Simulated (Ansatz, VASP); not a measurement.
Two plane-wave programs on CsBr

```
Cs Br
1.0
     4.17634    0.00000    0.00000
     0.00000    4.17634    0.00000
     0.00000    0.00000    4.17634
Cs Br
1 1
Direct
  0.00000 0.00000 0.00000
  0.50000 0.50000 0.50000
```

Alike in both runs: functional PBE; k mesh 7 × 7 × 7; occupations fermi-dirac, width 0.03 eV; no spin polarisation.

Ansatz relaxed the structure, and its values are those at the end. VASP's run is a single point on that final structure, the one shown.

```csv
,VASP,Ansatz
version,VASP 6.6.1,Ansatz 0.2.0
potentials or method,"VASP PAW PBE potentials, release 64 (Cs_sv, Br)","PAW with Ansatz's default frozen-core files, scalar-relativistic"
plane-wave cutoff (eV),500,420
valence electrons in the cell,16,16
```

```tsv
	VASP	Ansatz	Ansatz less VASP
gap on the k mesh at the Fermi level (eV)	4.80	4.81	+0.013
pressure (GPa)	2.7	2.7	-0.07
```

Ansatz's warnings: stress scf threshold loose.

Neither program's run includes spin-orbit coupling.
